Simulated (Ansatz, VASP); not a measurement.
## Two plane-wave programs on ZnSe

INCAR

```
ALGO = Normal
EDIFF = 1E-6
ENCUT = 520
GGA = CA
ISIF = 2
ISMEAR = 0
LASPH = True
LCHARG = False
LREAL = False
LWAVE = False
NBANDS = 16
NELM = 80
PREC = Accurate
SIGMA = 0.05
```

The input KPOINTS:

```
k-points
0
Gamma
  8 8 8
```

Contents of POSCAR:

```
ZnSe
1.0
    0.0000000000      2.7070603954      2.8218842939
    2.8218842939      0.0000000000      2.8218842939
    2.8218842939      2.7070603954      0.0000000000
Zn Se
1 1
Direct
    0.0000000000      0.0000000000      0.0000000000
    0.7500000000      0.7500000000      0.7500000000
```

Input for Ansatz:

```yaml
crystal:
  lattice:
    - [0.0, 2.7070603954, 2.8218842939]
    - [2.8218842939, 0.0, 2.8218842939]
    - [2.8218842939, 2.7070603954, 0.0]
  atoms:
    - { symbol: Zn, position: [0.0, 0.0, 0.0] }
    - { symbol: Se, position: [0.75, 0.75, 0.75] }
basis:
  ecutwfc: 520.0
kpoints:
  mp_grid: { grid: [8, 8, 8] }
hamiltonian:
  xc: lda
  pseudopotentials: { kind: paw, azcp: { folder: soft_1 } }
scf:
  occupations: { method: gaussian, width: 0.05 }
output:
  forces: true
  stress: true
  eigenvalues: true
```

Change from the starting cell: strain +e along x and -e along y +0.0000, strain +e along z and -e/2 along x and y -0.0275.

Alike in both runs: task single point; functional LDA; k mesh 8 × 8 × 8; occupations gaussian, width 0.05 eV; no spin polarisation.

```csv
,VASP,Ansatz
version,VASP 6.6.1,Ansatz 0.2.0
potentials or method,"VASP PAW LDA potentials, release 64 (Zn, Se), cutoff 520 eV","scalar-relativistic, plane waves, PAW"
valence electrons in the cell,18,28
```

Ansatz gave:

* gap on the k mesh at the Fermi level (eV): 1.15
* least direct gap on the mesh (eV): 1.15
* pressure (GPa): 0.0
* traceless stress, the component that is largest in VASP (GPa): 0.99

Task: Estimate VASP's values.

Result: gap on the k mesh at the Fermi level (eV): 1.19; least direct gap on the mesh (eV): 1.19; pressure (GPa): 0.4; traceless stress, the component that is largest in VASP (GPa): 0.97.

Ansatz warns that its potentials were made for another functional, while VASP's fit it. LDA's correlation is that of Perdew and Zunger in VASP and of Perdew and Wang (1992) in Ansatz. VASP's potentials hold 18 valence electrons a cell and Ansatz's 28, so a difference there can come from the potentials and not from the codes.
